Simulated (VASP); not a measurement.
# B19N17 (a cell with a defect) in VASP: relaxation of the atoms with PBE

Aim: the relaxation of the atoms of B19N17 (a cell with a defect) with PBE.

All numbers are computed with VASP 6.6.1; they aren't measurements. Logs are shortened: lines on timing, memory, paths and dates and some standing lists are left out, and cuts for length are marked.

## 1. The cell of the first run

The cell holds a defect, 36 atoms: a = 7.465 Å, b = 7.465 Å, c = 6.495 Å, α = 90.00°, β = 90.00°, γ = 120.00°.

## 2. Relaxation of the atoms, PBE, collinear spin

Contents of INCAR:

```
ALGO     = Normal         # electronic algorithm
EDIFF    = 1E-7           # SCF threshold, eV
EDIFFG   = -0.03          # ionic threshold
ENCUT    = 520            # plane-wave cutoff, eV
GGA      = PE             # functional
GGA_COMPAT= F            
IBRION   = 2              # ionic algorithm
ISIF     = 2              # what is computed and relaxed
ISMEAR   = 0              # smearing method
ISPIN    = 2              # spin polarisation
LASPH    = T              # aspherical terms in the spheres
LCHARG   = F              # write CHGCAR
LORBIT   = 11             # projections on sites
LREAL    = Auto         
LWAVE    = F              # write WAVECAR
MAGMOM   = 0.01 0 0 0 0 0 0.02 0 0.02 0 0.1 0 0 0 0 0.02 0 0.01 0 0.01 0.01 0 0 0 0 0.01 0 0.01 0 0 0 0 0.01 0 0.01 0.01 # initial moments
NELECT   = 143.0        
NELM     = 200            # most SCF steps
NELMIN   = 4            
NSW      = 100            # ionic steps
NUPDOWN  = 1.0            # fixed moment
PREC     = Accurate       # precision mode
SIGMA    = 0.01           # smearing width, eV
```

Contents of KPOINTS:

```
Automatic mesh
0
Gamma
  1 1 1
  0.25 0.25 0.25
```

Contents of POSCAR:

```
B19N17
1.0
    7.4650312800      0.0000000000      0.0000000000
   -3.7325156400      6.4649067300      0.0000000000
    0.0000000000      0.0000000000      6.4954828800
B N
19 17
Direct
    0.1111111100      0.2222222200      0.2500000000
    0.2222222200      0.1111111100      0.7500000000
    0.1111111100      0.5555555600      0.2500000000
    0.2222222200      0.4444444400      0.7500000000
    0.1111111100      0.8888888900      0.2500000000
    0.2222222200      0.7777777800      0.7500000000
    0.4444444400      0.2222222200      0.2500000000
    0.5555555600      0.1111111100      0.7500000000
    0.4444444400      0.5555555600      0.2500000000
    0.5555555600      0.4444444400      0.7500000000
    0.5555555600      0.4444444400      0.2500000000
    0.4444444400      0.8888888900      0.2500000000
    0.5555555600      0.7777777800      0.7500000000
    0.7777777800      0.2222222200      0.2500000000
    0.8888888900      0.1111111100      0.7500000000
    0.7777777800      0.5555555600      0.2500000000
    0.8888888900      0.4444444400      0.7500000000
    0.7777777800      0.8888888900      0.2500000000
    0.8888888900      0.7777777800      0.7500000000
    0.1111111100      0.2222222200      0.7500000000
    0.2222222200      0.1111111100      0.2500000000
    0.1111111100      0.5555555600      0.7500000000
    0.2222222200      0.4444444400      0.2500000000
    0.1111111100      0.8888888900      0.7500000000
    0.2222222200      0.7777777800      0.2500000000
    0.4444444400      0.2222222200      0.7500000000
    0.5555555600      0.1111111100      0.2500000000
    0.4444444400      0.5555555600      0.7500000000
    0.4444444400      0.8888888900      0.7500000000
    0.5555555600      0.7777777800      0.2500000000
    0.7777777800      0.2222222200      0.7500000000
    0.8888888900      0.1111111100      0.2500000000
    0.7777777800      0.5555555600      0.7500000000
    0.8888888900      0.4444444400      0.2500000000
    0.7777777800      0.8888888900      0.7500000000
    0.8888888900      0.7777777800      0.2500000000
```

Potentials or basis: VASP PAW PBE potentials, release 64 (B, N).

Started as:

```sh
$ cat potpaw_PBE.64/B/POTCAR potpaw_PBE.64/N/POTCAR > POTCAR
$ mpirun -np 1 vasp_std > vasp.out
```

OUTCAR:

```text
EDIFF = 1E-7
   EDIFFG = -0.03
   ENCUT = 520
   GGA = PE
   IBRION = 2
   ISIF = 2
   ISMEAR = 0
   ISPIN = 2
   LASPH = T
   LORBIT = 11
   LREAL = Auto
   NELECT = 143.0
   NELM = 200
   NELMIN = 4
   NSW = 100
   NUPDOWN = 1.0
   PREC = Accurate

 ion  position               nearest neighbor table
   1  0.111  0.222  0.250-  21 1.44  32 1.44  23 1.44
   2  0.222  0.111  0.750-  20 1.44  26 1.44  24 1.44
   3  0.111  0.556  0.250-  34 1.44  25 1.44  23 1.44
   4  0.222  0.444  0.750-  28 1.44  20 1.44  22 1.44
   5  0.111  0.889  0.250-  25 1.44  36 1.44  21 1.44
   6  0.222  0.778  0.750-  24 1.44  29 1.44  22 1.44
[... 28 lines left out ...]
  35  0.778  0.889  0.750-  19 1.44  13 1.44  15 1.44
  36  0.889  0.778  0.250-  18 1.44   5 1.44  16 1.44

  LATTYP: Found a hexagonal cell.
 ALAT       =     7.4650312800
 C/A-ratio  =     0.8701213212

  Lattice vectors:

 A1 = (   7.4650312800,   0.0000000000,   0.0000000000)
 A2 = (  -3.7325156400,   6.4649067300,   0.0000000000)
 A3 = (   0.0000000000,   0.0000000000,   6.4954828800)

Analysis of symmetry for initial positions (statically):
=====================================================================
 Subroutine PRICEL returns:
 Original cell was already a primitive cell.

 Routine SETGRP: Setting up the symmetry group for a
 hexagonal supercell.

 Subroutine GETGRP returns: Found 12 space group operations
 (whereof  2 operations were pure point group operations)
 out of a pool of 24 trial point group operations.

The static configuration has the point symmetry C_1h.
 The point group associated with its full space group is D_3h.

Analysis of symmetry for dynamics (positions and initial velocities):
=====================================================================
 Subroutine PRICEL returns:
 Original cell was already a primitive cell.

 Routine SETGRP: Setting up the symmetry group for a
 hexagonal supercell.

 Subroutine GETGRP returns: Found 12 space group operations
 (whereof  2 operations were pure point group operations)
 out of a pool of 24 trial point group operations.

The dynamic configuration has the point symmetry C_1h.
 The point group associated with its full space group is D_3h.

Analysis of structural, dynamic, and magnetic symmetry:
=====================================================================
 Subroutine PRICEL returns:
 Original cell was already a primitive cell.

 Routine SETGRP: Setting up the symmetry group for a
 hexagonal supercell.

 Subroutine GETGRP returns: Found  4 space group operations
 (whereof  2 operations were pure point group operations)
 out of a pool of 24 trial point group operations.

The overall configuration has the point symmetry C_1h.
 The point group associated with its full space group is C_2v.

 Subroutine INISYM returns: Found  4 space group operations
 (whereof  2 operations are pure point group operations),
 and found     1 'primitive' translations

----------------------------------------------------------------------------------------

                                     Primitive cell

  volume of cell :     313.4768

  direct lattice vectors                    reciprocal lattice vectors
     7.465031280  0.000000000  0.000000000     0.133957912  0.077340636  0.000000000
    -3.732515640  6.464906730  0.000000000     0.000000000  0.154681273  0.000000000
     0.000000000  0.000000000  6.495482880     0.000000000  0.000000000  0.153953142

  length of vectors
     7.465031280  7.465031281  6.495482880     0.154681273  0.154681273  0.153953142

  position of ions in fractional coordinates (direct lattice)
     0.111111110  0.222222220  0.250000000
     0.222222220  0.111111110  0.750000000
     0.111111110  0.555555560  0.250000000
     0.222222220  0.444444440  0.750000000
     0.111111110  0.888888890  0.250000000
     0.222222220  0.777777780  0.750000000
[... 28 lines left out ...]
     0.777777780  0.888888890  0.750000000
[... 73 lines left out ...]
   total plane-waves  NPLWV = 150528
   dimension x,y,z NGX =    56 NGY =   56 NGZ =   48
   dimension x,y,z NGXF=   112 NGYF=  112 NGZF=   96
   ions per type =              19  17
   NGX,Y,Z   is equivalent  to a cutoff of  12.47, 12.47, 12.29 a.u.
   NGXF,Y,Z  is equivalent  to a cutoff of  24.94, 24.94, 24.57 a.u.
 SYSTEM =  unknown system
   PREC   = accura    normal or accurate (medium, high low for compatibility)
   ISTART =      0    job   : 0-new  1-cont  2-samecut
   ICHARG =      2    charge: 1-file 2-atom 10-const
   ISPIN  =      2    spin polarized calculation?
   LNONCOLLINEAR =      F non collinear calculations
   LSORBIT =      F    spin-orbit coupling
   LASPH  =      T    aspherical Exc in radial PAW
   ENCUT  =  520.0 eV  38.22 Ry    6.18 a.u.  13.88 13.88 12.08*2*pi/ulx,y,z
   NELM   =    200;   NELMIN=  4; NELMDL= -5     # of ELM steps
   EDIFF  = 0.1E-06   stopping-criterion for ELM
   LREAL  =      T    real-space projection
   EDIFFG = -.3E-01   stopping-criterion for IOM
   NSW    =    100    number of steps for IOM
   IBRION =      2    ionic relax: 0-MD 1-quasi-New 2-CG
   NFREE  =      1    steps in history (QN), initial steepest desc. (CG)
   ISIF   =      2    stress and relaxation
   ISYM   =      2    0-nonsym 1-usesym 2-fastsym
   POTIM  = 0.5000    time-step for ionic-motion
   TEBEG  =    0.0;   TEEND  =   0.0 temperature during run
   PSTRESS=    0.0 pullay stress
   NELECT =     143.0000    total number of electrons
   NUPDOWN=       1.0000    fix difference up-down
   EMIN   =  10.00;   EMAX   =-10.00  energy-range for DOS
   EFERMI =   0.00;   METHOD = LEGACY
   ISMEAR =     0;   SIGMA  =   0.01  broadening in eV -4-tet -1-fermi 0-gaus
   EFERMI_NEDOS =   21; number of points for ismear=-14 and -15
   IALGO  =     38    algorithm
   IMIX   =      4    mixing-type and parameters
     AMIX     =   0.40;   BMIX     =  1.00
     AMIX_MAG =   1.60;   BMIX_MAG =  1.00
  volume/ion in A,a.u.               =       8.71        58.76
  Fermi-wavevector in a.u.,A,eV,Ry     =   1.260236  2.381500 21.608687  1.588194
  Thomas-Fermi vector in A             =   2.393755
   LORBIT       =     11    0 simple, 1 ext, 2 COOP (PROOUT), +10 PAW based schemes
   GGA     = PE    functional components
   LHFCALC =     F    Hartree Fock is set to
   AEXX    =    0.0000 exact exchange contribution
   IVDW    =     0    specifies the selected vdW correction
   LEPSILON=     F    determine dielectric tensor
   LRPA    =     F    only Hartree local field effects (RPA)
 conjugate gradient relaxation of ions
 spin polarized calculation
 Gauss-broadening in eV      SIGMA  =   0.01
  energy-cutoff  :      520.00
  volume of cell :      313.48
 maximum number of plane-waves:      8452
   NGX = 27   NGY = 27   NGZ = 25

--------------------------------------- Ionic step        1  -------------------------------------------

 number of electron     143.0000001 magnetization       0.9999957

 Free energy of the ion-electron system (eV)
  ---------------------------------------------------
  ext. energy  EPLUGINS =         0.00000000
  ---------------------------------------------------
  free energy    TOTEN  =      -301.93110790 eV

  energy without entropy =     -301.93110790  energy(sigma->0) =     -301.93110790

------------------------ aborting loop because EDIFF is reached ----------------------------------------

  FORCE on cell =-STRESS in cart. coord.  units (eV):
  Direction    XX          YY          ZZ          XY          YZ          ZX
  --------------------------------------------------------------------------------------
  -------------------------------------------------------------------------------------
  Total       50.4329442     50.4322395     14.9086156     -0.0006103      0.0000000      0.0000000
  in kB      257.7623999    257.7587983     76.1978227     -0.0031192      0.0000000      0.0000000
  external PRESSURE =     197.2396736 kB  Pullay stress =       0.0000000 kB
[... 407 lines left out ...]
--------------------------------------- Ionic step        7  -------------------------------------------

 number of electron     142.9999997 magnetization       1.0000000

 Free energy of the ion-electron system (eV)
  ---------------------------------------------------
  ext. energy  EPLUGINS =         0.00000000
  ---------------------------------------------------
  free energy    TOTEN  =      -302.61578960 eV

  energy without entropy =     -302.61578960  energy(sigma->0) =     -302.61578960

 E-fermi :   4.2241     XC(G=0): -10.3018

 val. band max:        4.7180734857   @ k =  -0.2500   0.5000   0.2500
 cond. band min:       5.4797406097   @ k =   0.2500   0.2500   0.2500
 fundamental gap:      0.7616671240
 Fermi energy:         4.8354524112

 spin component 1

 k-point     1 :       0.2500    0.2500    0.2500
  band No.  band energies     occupation
      1     -15.4015      1.00000
      2     -14.9013      1.00000
      3     -14.8567      1.00000
      4     -14.5368      1.00000
      5     -14.1395      1.00000
      6     -13.5620      1.00000
[... 161 lines left out ...]
     82       8.9803      0.00000
     83       9.2209      0.00000
 Fermi energy:         4.2241060160

 spin component 2

 k-point     1 :       0.2500    0.2500    0.2500
  band No.  band energies     occupation
      1     -15.3947      1.00000
      2     -14.8961      1.00000
      3     -14.8471      1.00000
      4     -14.5218      1.00000
      5     -14.1253      1.00000
      6     -13.5433      1.00000
[... 161 lines left out ...]
     82       9.0812      0.00000
     83       9.2510      0.00000
 [bands above 83 left out]

------------------------ aborting loop because EDIFF is reached ----------------------------------------

  FORCE on cell =-STRESS in cart. coord.  units (eV):
  Direction    XX          YY          ZZ          XY          YZ          ZX
  --------------------------------------------------------------------------------------
  -------------------------------------------------------------------------------------
  Total       50.4237909     50.4179152     15.0402344     -0.0050886     -0.0000000      0.0000000
  in kB      257.7156177    257.6855867     76.8705254     -0.0260077     -0.0000000      0.0000000
  external PRESSURE =     197.4239099 kB  Pullay stress =       0.0000000 kB
[... 51 lines left out ...]
  FREE ENERGIE OF THE ION-ELECTRON SYSTEM (eV)
  ---------------------------------------------------
  free  energy   TOTEN  =      -302.6157896028 eV

  energy  without entropy=     -302.6157896028  energy(sigma->0) =     -302.61578960

 reached required accuracy - stopping structural energy minimisation

 total charge

# of ion       s       p       d       tot
------------------------------------------
    1        0.759   1.448   0.000   2.208
    2        0.758   1.455   0.000   2.213
    3        0.786   1.538   0.000   2.323
    4        0.758   1.455   0.000   2.213
    5        0.786   1.538   0.000   2.323
    6        0.759   1.456   0.000   2.215
[... 28 lines left out ...]
   35        1.231   2.816   0.000   4.048
   36        1.242   2.827   0.000   4.070
--------------------------------------------------
tot         35.695  76.118   0.000 111.813

 magnetization (x)

# of ion       s       p       d       tot
------------------------------------------
    1        0.001   0.021   0.000   0.022
    2       -0.000   0.000   0.000   0.000
    3       -0.000   0.003   0.000   0.003
    4       -0.000   0.000   0.000   0.000
    5       -0.000   0.003   0.000   0.003
    6        0.000   0.000   0.000   0.000
[... 28 lines left out ...]
   35        0.000   0.005   0.000   0.005
   36       -0.000   0.006   0.000   0.006
--------------------------------------------------
tot          0.013   0.450   0.000   0.463
```

Run time: 18 min. Hardware: 1 thread of Intel Xeon Platinum 8488C (Sapphire Rapids), shared host; peak memory 0.54 GiB.

Results:

```yaml
Free_energy: -302.6158 eV
Energy_gained_by_relaxing: 19.0 meV/atom
Ionic_steps: 7
Largest_force_after_relaxing: 0.022 eV/Å
Net_moment: 1.00 μB per cell
Site_moments: B +0.02, +0.00, +0.04, -0.00, +0.19 (each value once); N +0.01, +0.00, -0.00, -0.01 (each value once) μB
Valence_electrons_inside_the_program's_atomic_spheres: B 2.21, 2.32, 2.30, 2.19, 2.45 (each value once); N 4.05, 4.07, 4.06, 4.04 (each value once)
```

Forces on the atoms (eV/Å):
```
B   -0.006 -0.003  0.000
B    0.011  0.002  0.000
B    0.001 -0.016  0.000
B    0.007  0.008  0.000
B   -0.014  0.008  0.000
B    0.000  0.000  0.000
B   -0.001  0.009  0.000
B   -0.011  0.002  0.000
B    0.008 -0.005  0.000
B    0.000  0.000  0.000
B    0.000  0.000  0.000
B    0.014  0.007  0.000
B   -0.004 -0.011  0.000
B    0.006 -0.004  0.000
B    0.000  0.000  0.000
B   -0.009 -0.004  0.000
B   -0.007  0.008  0.000
B    0.000  0.007  0.000
B    0.004 -0.011  0.000
N   -0.012 -0.007  0.000
N    0.009 -0.020  0.000
N    0.000  0.000  0.000
N   -0.012  0.018  0.000
N    0.000  0.000  0.000
N    0.000  0.000  0.000
N    0.000 -0.006  0.000
N   -0.010 -0.019  0.000
N   -0.005  0.003  0.000
N    0.000  0.000  0.000
N   -0.022  0.001  0.000
N    0.012 -0.007  0.000
N    0.000  0.000  0.000
N    0.005  0.003  0.000
N    0.012  0.018  0.000
N    0.000  0.014  0.000
N    0.022  0.002  0.000
```

Step by step:
```
step  energy change (eV)  largest force (eV/Å)  pressure (GPa)
   1              0.0000                4.3396           19.72
   2              0.7739                5.8490           21.42
   3             -0.6442                0.7866           19.77
   4             -0.5378                1.7044           19.84
   5             -0.6808                0.3056           19.75
   6             -0.6784                0.3774           19.74
   7             -0.6847                0.0217           19.74
```

Final structure:
```
CELL_PARAMETERS angstrom
7.46503 0.00000 0.00000
-3.73252 6.46491 0.00000
0.00000 0.00000 6.49548
ATOMIC_POSITIONS crystal
B 0.11177 0.22255 0.25000
B 0.22262 0.11130 0.75000
B 0.11121 0.55576 0.25000
B 0.22262 0.44466 0.75000
B 0.11121 0.88879 0.25000
B 0.22222 0.77778 0.75000
B 0.43806 0.20945 0.25000
B 0.55534 0.11130 0.75000
B 0.43806 0.56194 0.25000
B 0.55556 0.44444 0.75000
B 0.55556 0.44444 0.25000
B 0.44424 0.88879 0.25000
B 0.55534 0.77738 0.75000
B 0.77745 0.22255 0.25000
B 0.88889 0.11111 0.75000
B 0.79055 0.56194 0.25000
B 0.88870 0.44466 0.75000
B 0.77745 0.88823 0.25000
B 0.88870 0.77738 0.75000
N 0.11114 0.22224 0.75000
N 0.21744 0.10575 0.25000
N 0.11112 0.55557 0.75000
N 0.21744 0.44502 0.25000
N 0.11112 0.88888 0.75000
N 0.22222 0.77778 0.25000
N 0.44427 0.22187 0.75000
N 0.55498 0.10575 0.25000
N 0.44427 0.55573 0.75000
N 0.44443 0.88888 0.75000
N 0.55498 0.78256 0.25000
N 0.77777 0.22223 0.75000
N 0.88889 0.11111 0.25000
N 0.77813 0.55573 0.75000
N 0.89425 0.44502 0.25000
N 0.77776 0.88886 0.75000
N 0.89425 0.78256 0.25000
```

Caveat: the k points lie up to 0.49 Å⁻¹ apart; the cell carries a net charge on a neutralising background, which shifts energy and pressure; the cell is charged against a uniform background, so pressure and absolute levels hang on convention; the total moment is fixed, so each spin has its own Fermi level and the state may be an excited one.
